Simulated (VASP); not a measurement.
# PbS: single point with PBEsol

PbS:

```
Pb S
1.0
     4.17285   -0.00032    0.00020
    -2.08669    3.61354   -0.00022
     0.00048   -0.00035   10.22775
Pb S
3 3
Direct
  0.33213 0.99994 0.66565
  0.66537 0.66659 0.99898
  0.99884 0.33327 0.33232
  0.33133 0.00018 0.16585
  0.66469 0.66688 0.49918
  0.99802 0.33351 0.83251
```

```yaml
Program: VASP 6.6.1
Task: single point
Functional: PBEsol
Potentials_or_basis: VASP PAW PBE potentials, release 64 (Pb_d, S)
Cutoff: 520 eV
k_mesh: 6 × 6 × 2
Occupations: fermi-dirac, width 0.05 eV
Spin: no spin polarisation
Dipole_correction: no
Further_INCAR_settings: ALGO = Normal; EDIFF = 1e-06; NBANDS = 39
```

| Item | Value |
| --- | --- |
| Pressure | -0.1 GPa |
| Band gap on the k mesh | 0.19 eV |

Levels at points of the mesh, in eV from the valence-band top:
| k point | band 28 | band 29 | band 30 | band 31 | band 32 | band 33 |
| --- | --- | --- | --- | --- | --- | --- |
| (0.00, 0.00, 0.00) | -1.99 | -0.78 | -0.78 | 1.36 | 1.36 | 2.45 |
| (0.50, 0.00, 0.00) | -2.46 | -1.50 | -1.50 | 1.67 | 1.67 | 2.85 |
| (0.00, 0.50, 0.00) | -2.46 | -1.50 | -1.50 | 1.67 | 1.67 | 2.85 |
| (0.50, 0.50, 0.00) | -2.46 | -1.50 | -1.50 | 1.68 | 1.68 | 2.85 |
| (0.00, 0.00, 0.50) | -1.69 | -1.69 | 0.00 | 0.20 | 1.84 | 1.85 |
| (0.50, 0.00, 0.50) | -1.86 | -1.86 | 0.00 | 0.19 | 1.84 | 1.84 |
| (0.00, 0.50, 0.50) | -1.86 | -1.86 | 0.00 | 0.19 | 1.84 | 1.84 |
| (0.50, 0.50, 0.50) | -1.86 | -1.86 | 0.00 | 0.20 | 1.84 | 1.84 |

It took 3.9 min on 1 thread of Intel Xeon 8259CL (shared host), peak memory 0.38 GiB.

Caveat: the PAW data sets were made with another functional, which shifts forces and pressure a little; spin-orbit coupling is left out, which moves the levels of the heavy elements. A k mesh can miss the band edges.
